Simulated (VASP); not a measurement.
# Li2Hg (fluorite type) (Fm-3m) in VASP: further runs

Runs on Li2Hg (fluorite type). Level: LDA. Tasks: single point, relaxation of cell and atoms.

Everything below comes from runs of VASP 6.6.1. Logs are shortened: lines on timing, memory, paths and dates and some standing lists are left out, and cuts for length are marked.

### Step 1. The cell of the first run

The structure is cubic, space group Fm-3m (No. 225). The conventional cell has a = 6.224 Å, b = 6.224 Å, c = 6.224 Å, α = 90.00°, β = 90.00°, γ = 90.00°. Hg (site symmetry m-3m) has 8 Li at 2.70 Å within 3.6 Å. Within 3.6 Å of Li (site symmetry -43m) lie 4 Hg at 2.70 Å and 6 Li at 3.11 Å.

### Step 2. Single point, LDA

Input file INCAR:

```
PREC = Accurate ; ENCUT = 520
EDIFF = 1E-7 ; ISMEAR = -1
SIGMA = 0.05 ; LREAL = F
LASPH = T ; NELM = 100
ALGO = Normal ; ISIF = 2
LWAVE = F ; LCHARG = T
GGA = CA ; LELF = T
LVHAR = T ; NBANDS = 16
```

Input file KPOINTS:

```
regular mesh
0
Gamma
  10 10 10
```

Input file POSCAR:

```
Li2Hg
1.0
    0.0000000000      3.1120996418      3.1120996418
    3.1120996418      0.0000000000      3.1120996418
    3.1120996418      3.1120996418      0.0000000000
Hg Li
1 2
Direct
    0.0000000000      0.0000000000      0.0000000000
    0.2500000000      0.2500000000      0.2500000000
    0.7500000000      0.7500000000      0.7500000000
```

Potentials or basis: VASP PAW LDA potentials, release 64 (Hg, Li_sv).

Started as:

```
$ cat potpaw_LDA.64/Hg/POTCAR potpaw_LDA.64/Li_sv/POTCAR > POTCAR
$ mpirun -np 1 vasp_std > vasp.out
```

OUTCAR:

```text
PREC = Accurate
   ENCUT = 520
   EDIFF = 1E-7
   ISMEAR = -1
   LREAL = F
   LASPH = T
   NELM = 100
   ISIF = 2
   GGA = CA

 ion  position               nearest neighbor table
   1  0.000  0.000  0.000-   3 2.70   3 2.70   3 2.70   2 2.70   3 2.70   2 2.70   2 2.70   2 2.70

   2  0.250  0.250  0.250-   1 2.70   1 2.70   1 2.70   1 2.70
   3  0.750  0.750  0.750-   1 2.70   1 2.70   1 2.70   1 2.70

  LATTYP: Found a face centered cubic cell.
 ALAT       =     6.2241992836

  Lattice vectors:

 A1 = (   0.0000000000,   3.1120996418,   3.1120996418)
 A2 = (   3.1120996418,   0.0000000000,   3.1120996418)
 A3 = (   3.1120996418,   3.1120996418,   0.0000000000)

Analysis of symmetry for initial positions (statically):
=====================================================================
 Subroutine PRICEL returns:
 Original cell was already a primitive cell.

 Routine SETGRP: Setting up the symmetry group for a
 face centered cubic supercell.

 Subroutine GETGRP returns: Found 48 space group operations
 (whereof 48 operations were pure point group operations)
 out of a pool of 48 trial point group operations.

The static configuration has the point symmetry O_h .

Analysis of symmetry for dynamics (positions and initial velocities):
=====================================================================
 Subroutine PRICEL returns:
 Original cell was already a primitive cell.

 Routine SETGRP: Setting up the symmetry group for a
 face centered cubic supercell.

 Subroutine GETGRP returns: Found 48 space group operations
 (whereof 48 operations were pure point group operations)
 out of a pool of 48 trial point group operations.

The dynamic configuration has the point symmetry O_h .

 Subroutine INISYM returns: Found 48 space group operations
 (whereof 48 operations are pure point group operations),
 and found     1 'primitive' translations

----------------------------------------------------------------------------------------

                                     Primitive cell

  volume of cell :      60.2824

  direct lattice vectors                    reciprocal lattice vectors
     0.000000000  3.112099642  3.112099642    -0.160663236  0.160663236  0.160663236
     3.112099642  0.000000000  3.112099642     0.160663236 -0.160663236  0.160663236
     3.112099642  3.112099642  0.000000000     0.160663236  0.160663236 -0.160663236

  length of vectors
     4.401173521  4.401173521  4.401173521     0.278276888  0.278276888  0.278276888

[... 78 lines left out ...]
   LSORBIT =      F    spin-orbit coupling
   LASPH  =      T    aspherical Exc in radial PAW
   ENCUT  =  520.0 eV  38.22 Ry    6.18 a.u.   8.18  8.18  8.18*2*pi/ulx,y,z
   NELM   =    100;   NELMIN=  2; NELMDL= -5     # of ELM steps
   EDIFF  = 0.1E-06   stopping-criterion for ELM
   LREAL  =      F    real-space projection
   EDIFFG = 0.1E-05   stopping-criterion for IOM
   NSW    =      0    number of steps for IOM
   IBRION =     -1    ionic relax: 0-MD 1-quasi-New 2-CG
   NFREE  =      0    steps in history (QN), initial steepest desc. (CG)
   ISIF   =      2    stress and relaxation
   ISYM   =      2    0-nonsym 1-usesym 2-fastsym
   POTIM  = 0.5000    time-step for ionic-motion
   TEBEG  =    0.0;   TEEND  =   0.0 temperature during run
   PSTRESS=    0.0 pullay stress
   NELECT =      18.0000    total number of electrons
   NUPDOWN=      -1.0000    fix difference up-down
   EMIN   =  10.00;   EMAX   =-10.00  energy-range for DOS
   EFERMI =   0.00;   METHOD = LEGACY
   ISMEAR =    -1;   SIGMA  =   0.05  broadening in eV -4-tet -1-fermi 0-gaus
   EFERMI_NEDOS =   21; number of points for ismear=-14 and -15
   IALGO  =     38    algorithm
   IMIX   =      4    mixing-type and parameters
     AMIX     =   0.40;   BMIX     =  1.00
     AMIX_MAG =   1.60;   BMIX_MAG =  1.00
  volume/ion in A,a.u.               =      20.09       135.60
  Fermi-wavevector in a.u.,A,eV,Ry     =   1.094214  2.067764 16.290307  1.197304
  Thomas-Fermi vector in A             =   2.230514
   LORBIT       =      0    0 simple, 1 ext, 2 COOP (PROOUT), +10 PAW based schemes
   GGA     = CA    functional components
   LHFCALC =     F    Hartree Fock is set to
   AEXX    =    0.0000 exact exchange contribution
   IVDW    =     0    specifies the selected vdW correction
   LEPSILON=     F    determine dielectric tensor
   LRPA    =     F    only Hartree local field effects (RPA)
 non-spin polarized calculation
  energy-cutoff  :      520.00
  volume of cell :       60.28
 maximum number of plane-waves:      1639
 NGX is ok and might be reduce to    36
   NGX = 17   NGY = 17   NGZ = 17

 number of electron      18.0000015 magnetization

 Free energy of the ion-electron system (eV)
  ---------------------------------------------------
  ext. energy  EPLUGINS =         0.00000000
  ---------------------------------------------------
  free energy    TOTEN  =        -5.61576778 eV

  energy without entropy =       -5.60663072  energy(sigma->0) =       -5.61119925

 E-fermi :   1.5441     XC(G=0):  -8.8016

 val. band max:        1.5149759658   @ k =   0.4000   0.3000   0.1000
 cond. band min:       1.5699718662   @ k =  -0.4000   0.4000   0.2000
 fundamental gap:      0.0549959004
 Fermi energy:         1.5440977189

 k-point     1 :       0.0000    0.0000    0.0000
  band No.  band energies     occupation
      1     -43.9447      2.00000
      2     -43.9268      2.00000
      3      -6.1565      2.00000
      4      -6.1565      2.00000
      5      -6.1565      2.00000
      6      -5.8668      2.00000
[... 433 lines left out ...]
      3      -6.1359      2.00000
      4      -6.0163      2.00000
      5      -5.9701      2.00000
      6      -5.9678      2.00000
[... 8 lines left out ...]
     15      11.1542      0.00000
     16      12.8476      0.00000

 [... further k-points ...]
[... 5 lines left out ...]
  --------------------------------------------------------------------------------------
  -------------------------------------------------------------------------------------
  Total        0.0076086      0.0076086      0.0076086     -0.0000000     -0.0000000      0.0000000
  in kB        0.2022200      0.2022200      0.2022200     -0.0000000     -0.0000000      0.0000000
  external PRESSURE =       0.2022200 kB  Pullay stress =       0.0000000 kB

 VOLUME and BASIS-vectors are now :
 -----------------------------------------------------------------------------
  energy-cutoff  :      520.00
  volume of cell :       60.28
      direct lattice vectors                 reciprocal lattice vectors
     0.000000000  3.112099642  3.112099642    -0.160663236  0.160663236  0.160663236
     3.112099642  0.000000000  3.112099642     0.160663236 -0.160663236  0.160663236
     3.112099642  3.112099642  0.000000000     0.160663236  0.160663236 -0.160663236

 POSITION                                       TOTAL-FORCE (eV/Angst)
 -----------------------------------------------------------------------------------
      0.00000      0.00000      0.00000        -0.000000      0.000000     -0.000000
      1.55605      1.55605      1.55605         0.000000      0.000000      0.000000
      4.66815      4.66815      4.66815        -0.000000     -0.000000     -0.000000
 -----------------------------------------------------------------------------------
    total drift:                               -0.000000      0.000000      0.000000

  FREE ENERGIE OF THE ION-ELECTRON SYSTEM (eV)
  ---------------------------------------------------
  free  energy   TOTEN  =        -5.6157677753 eV

  energy  without entropy=       -5.6066307227  energy(sigma->0) =       -5.61119925
```

Wall time 34 s (1 thread of Intel Xeon Platinum 8488C (Sapphire Rapids), shared host); peak memory 0.19 GiB.

Results:

```
Free energy            : -5.6158 eV
Band gap on the k mesh : zero (band 9 reaches 6.02 eV, above the bottom of band 10 at 0.97 eV)
```

Levels at points of the mesh, in eV from the Fermi level:
```
           k point  band 5  band 6  band 7  band 8  band 9  band 10  band 11  band 12  band 13  band 14
(0.00, 0.00, 0.00)   -7.70   -7.41   -7.41   -6.73    4.47     4.47     4.47     5.54     5.54     5.54
(0.50, 0.00, 0.00)   -7.62   -7.37   -7.37   -5.17   -2.15     2.57     2.57     5.68     5.68     7.04
(0.50, 0.50, 0.00)   -7.45   -7.45   -7.33   -4.71   -0.98     0.38     0.38     3.34     6.17    11.18
```

Caveat: the cutoff is under 1.25 times the usual one of these potentials, so pressure, stress and relaxed cells hold a basis-set (Pulay) error; spin-orbit coupling is left out, which moves the levels of the heavy elements.

### Step 3. Relaxation of cell and atoms, LDA

This run uses another cell than the first one, of 21.68 Å³/atom, 1.079 times its volume.

Input file INCAR:

```
ALGO = Normal
EDIFF = 1E-6
EDIFFG = -0.005
ENCUT = 600
GGA = CA
IBRION = 2
ISIF = 3
ISMEAR = -1
LASPH = T
LCHARG = F
LREAL = F
LWAVE = F
NELM = 100
NSW = 70
PREC = Accurate
SIGMA = 0.05
```

Input file KPOINTS:

```
k-points
0
Gamma
  10 10 10
```

Input file POSCAR:

```
Li2Hg
1.0
    0.0000000000      3.1918536280      3.1918536280
    3.1918536280      0.0000000000      3.1918536280
    3.1918536280      3.1918536280      0.0000000000
Hg Li
1 2
Direct
    0.0000000000      0.0000000000      0.0000000000
    0.2500000000      0.2500000000      0.2500000000
    0.7500000000      0.7500000000      0.7500000000
```

Potentials or basis: VASP PAW LDA potentials, release 64 (Hg, Li_sv).

Started as:

```
$ cat potpaw_LDA.64/Hg/POTCAR potpaw_LDA.64/Li_sv/POTCAR > POTCAR
$ mpirun -np 1 vasp_std > vasp.out
```

It took 80 s on 1 thread of Intel Xeon Platinum 8488C (Sapphire Rapids), shared host; peak memory 0.2 GiB.

Results (log left out):

* Free energy: -5.6189 eV
* Relaxed volume: 20.09 Å³/atom
* Relaxed cell: a = 4.401 Å, b = 4.401 Å, c = 4.401 Å, α = 60.00°, β = 60.00°, γ = 60.00°
* Space group after relaxing (to 0.05 Å): Fm-3m (No. 225)
* Energy gained by relaxing: 8.7 meV/atom
* Ionic steps: 4
* Pressure after relaxing: 0.0 GPa
* Band gap on the k mesh: zero (band 9 reaches 6.02 eV, above the bottom of band 10 at 0.97 eV)

Step by step:
| step | energy change (eV) | largest force (eV/Å) | pressure (GPa) | volume (Å³) |
| --- | --- | --- | --- | --- |
| 1 | 0.0000 | 0.0000 | -1.66 | 65.04 |
| 2 | -0.0174 | 0.0000 | -1.00 | 62.95 |
| 3 | -0.0262 | 0.0000 | -0.05 | 60.41 |
| 4 | -0.0262 | 0.0000 | -0.01 | 60.27 |

Final structure:
```
Hg Li
1.0
     0.00000    3.11195    3.11195
     3.11195    0.00000    3.11195
     3.11195    3.11195    0.00000
Hg Li
1 2
Direct
  0.00000 0.00000 0.00000
  0.25000 0.25000 0.25000
  0.75000 0.75000 0.75000
```

Levels at points of the mesh, in eV from the Fermi level:
```tsv
k point	band 6	band 7	band 8	band 9	band 10	band 11	band 12	band 13
(0.00, 0.00, 0.00)	-7.41	-7.41	-6.73	4.47	4.47	4.47	5.54	5.54
(0.50, 0.00, 0.00)	-7.37	-7.37	-5.17	-2.15	2.57	2.57	5.68	5.68
(0.50, 0.50, 0.00)	-7.45	-7.33	-4.71	-0.98	0.38	0.38	3.34	6.16
```

Caveat: the cutoff is under 1.25 times the usual one of these potentials, so pressure, stress and relaxed cells hold a basis-set (Pulay) error; spin-orbit coupling is left out, which moves the levels of the heavy elements.
